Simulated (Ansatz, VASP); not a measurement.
**NbRe2: VASP beside Ansatz**

```
CELL_PARAMETERS angstrom
0.00000 3.04691 3.04691
3.04691 0.00000 3.04691
3.04691 3.04691 0.00000
ATOMIC_POSITIONS crystal
Nb 0.00000 0.00000 0.00000
Re 0.25000 0.25000 0.25000
Re 0.75000 0.75000 0.75000
```

Change from the starting cell: species swapped into the Al2Pt type (Fm-3m, No. 225).

Alike in both runs: functional PBE; k mesh 14 × 14 × 14; occupations gaussian, width 0.1 eV; no spin polarisation.

Ansatz relaxed the structure, and its values are those at the end. VASP's run is a single point on that final structure, the one shown.

```csv
,VASP,Ansatz
version,VASP 6.6.1,Ansatz 0.2.0
potentials or method,"VASP PAW PBE potentials, release 64 (Nb_sv, Re), cutoff 520 eV","scalar-relativistic, plane waves, PAW"
valence electrons in the cell,27,43
```

Ansatz gave:

* gap on the k mesh at the Fermi level (eV): none
* pressure (GPa): 0.0

Question: Estimate VASP's values.

Answer: gap on the k mesh at the Fermi level (eV): none; pressure (GPa): -0.2.

A gap of «none» marks a metal or a gap that the smearing closes. The functional is the same, so the differences come from potentials, cutoffs and numerics. VASP's potentials hold 27 valence electrons a cell and Ansatz's 43, so a difference there can come from the potentials and not from the codes.

Spin-orbit coupling is off throughout.
